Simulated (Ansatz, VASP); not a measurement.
**HfO2 in VASP and in Ansatz**

```
CELL_PARAMETERS angstrom
3.60416 -0.03047 0.03757
0.02978 3.60369 0.06582
-0.03554 -0.08777 5.26353
ATOMIC_POSITIONS crystal
Hf 0.50663 0.48978 0.50148
Hf 0.00328 0.99113 0.00146
O 0.00514 0.49071 0.69470
O 0.50475 0.99103 0.80825
O 0.50525 0.99042 0.30826
O 0.00446 0.49057 0.19469
```

Alike in both runs: functional PBE; k mesh 6 × 6 × 4; occupations gaussian, width 0.02 eV; no spin polarisation.

Ansatz relaxed the structure, and its values are those at the end. VASP's run is a single point on that final structure, the one shown.

|  | VASP | Ansatz |
| --- | --- | --- |
| version | VASP 6.6.1 | Ansatz 0.2.0 |
| potentials or method | VASP PAW PBE potentials, release 64 (Hf_pv, O), cutoff 520 eV | scalar-relativistic, plane waves, PAW |
| valence electrons in the cell | 44 | 76 |

VASP gave:

* gap on the k mesh at the Fermi level (eV): 4.65
* least direct gap on the mesh (eV): 4.72
* pressure (GPa): -3.1
* rms of the force components (eV/Å): 0.023

Question: What did Ansatz give for the same quantities?

Answer: gap on the k mesh at the Fermi level (eV): 4.67; least direct gap on the mesh (eV): 4.73; pressure (GPa): 0.0; rms of the force components (eV/Å): 0.000.

With one functional, cell and mesh, what is left measures potentials, basis and numerics. VASP's potentials hold 44 valence electrons a cell and Ansatz's 76, so a difference there can come from the potentials and not from the codes.

Spin-orbit coupling is off throughout.
